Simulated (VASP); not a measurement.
Here is a VASP 6.6.1 calculation.

File POSCAR:

```
PbS
1.0
    2.9614766715     -2.9670406489      0.1816208587
    2.9614766715      2.9670406489      0.1816208587
   -0.3633244647      0.0000000000      5.9243026043
Pb S
2 2
Direct
    0.7500000000      0.7500000000      0.7499492225
    0.2500000000      0.2500000000      0.2500507775
    0.2500000000      0.2500000000      0.7498460568
    0.7500000000      0.7500000000      0.2501539432
```

INCAR.step1

```
SYSTEM = PbS
  PREC = Accurate
  ENCUT = 520
  ISMEAR = 0
  SIGMA = 0.02
  LREAL = .False.
  LASPH = .True.
  NELM = 100
  NBANDS = 28
  GGA = PE
  ALGO = Normal
  EDIFF = 1E-4
  LWAVE = .True.
  LCHARG = .False.
```

The input INCAR.step2:

```
SYSTEM = PbS
  PREC = Accurate
  ENCUT = 520
  EDIFF = 1E-6
  ISMEAR = 0
  SIGMA = 0.02
  LREAL = .False.
  LASPH = .True.
  NELM = 100
  ALGO = Normal
  ISIF = 2
  LWAVE = .False.
  LCHARG = .False.
  METAGGA = R2SCAN
  LMIXTAU = .True.
  NBANDS = 28
  ISTART = 1
```

File KPOINTS:

```
Automatic mesh
0
Gamma
  8 8 6
  0 0 0
```

Potentials or basis: VASP PAW PBE potentials, release 64 (Pb_d, S).

The run is started by

```sh
$ cat potpaw_PBE.64/Pb_d/POTCAR potpaw_PBE.64/S/POTCAR > POTCAR
$ cp INCAR.step1 INCAR
$ mpirun -np 1 vasp_std > vasp.out
$ cp INCAR.step2 INCAR
$ mpirun -np 1 vasp_std > vasp.out
```

(1) What does it give for the band gap on the k mesh?

(2) Estimate the pressure.

## Answers

(1) 0.63 eV.

(2) 1.2 GPa.

Caveat: the PAW data sets were made with another functional, which shifts forces and pressure a little; spin-orbit coupling is left out, which moves the levels of the heavy elements.
